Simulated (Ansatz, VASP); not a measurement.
SnTe: VASP beside Ansatz

```
Sn Te
1.0
     0.00000    3.58398    3.58398
     3.58398    0.00000    3.58398
     3.58398    3.58398    0.00000
Sn Te
1 1
Direct
  0.00000 0.00000 0.00000
  0.25000 0.25000 0.25000
```

Alike in both runs: task single point; functional PBE0; k mesh 4 × 4 × 4; no spin polarisation.

|  | VASP | Ansatz |
| --- | --- | --- |
| version | VASP 6.6.1 | Ansatz 0.2.0 |
| potentials or method | VASP PAW PBE potentials, release 64 (Sn_d, Te) | plane waves, PAW |
| plane-wave cutoff (eV) | 400 | 420 |
| occupations | gaussian, width 0.01 eV | fixed |
| valence electrons in the cell | 20 | 30 |

VASP gave:

- gap on the k mesh at the Fermi level (eV): 0.91
- pressure (GPa): -0.2

Question: Which values does Ansatz return?

Answer: gap on the k mesh at the Fermi level (eV): 0.88; pressure (GPa): 0.0.

VASP's potentials hold 20 valence electrons a cell and Ansatz's 30, so a difference there can come from the potentials and not from the codes. Ansatz's warnings: stress exchange threshold loose, stress scf threshold loose.

Spin-orbit coupling is off throughout.
